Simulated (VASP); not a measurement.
A run of VASP 6.6.1 is set up as follows.

Contents of INCAR:

```
PREC = Accurate
ENCUT = 520
EDIFF = 1E-6
ISMEAR = 0
SIGMA = 0.1
LREAL = F
LASPH = T
NELM = 60
ALGO = Normal
ISIF = 2
LWAVE = F
LCHARG = F
GGA = PS
NBANDS = 22
```

KPOINTS

```
regular mesh
0
Gamma
  6 6 2
```

POSCAR

```
Cl
1.0
    3.7325342936      0.0000000000      0.0000000000
   -1.8662671468      3.2324695188      0.0000000000
    0.0000000000      0.0000000000     10.1658454339
Cl
4
Direct
    0.0000000000      0.0000000000      0.2500000000
    0.0000000000      0.0000000000      0.7500000000
    0.3333333333      0.6666666667      0.7500000000
    0.6666666667      0.3333333333      0.2500000000
```

Potentials or basis: VASP PAW PBE potentials, release 64 (Cl).

Launch:

```console
$ cat potpaw_PBE.64/Cl/POTCAR > POTCAR
$ mpirun -np 1 vasp_std > vasp.out
```

Task: Estimate the band gap on the k mesh.

Result: Zero (bands 14 and 15 overlap by 1.44 eV).

Task: Predict the pressure.

Result: 19.7 GPa.

Stress tensor (GPa, compression positive):
```
29.58  0.00  0.00
 0.00 29.58  0.00
 0.00  0.00 -0.11
```

Caveat: the cell stands under pressure; the PAW data sets were made with another functional, which shifts forces and pressure a little; this functional lacks dispersion, which binds the layers, so the pressure and a relaxed spacing across them are unreliable.
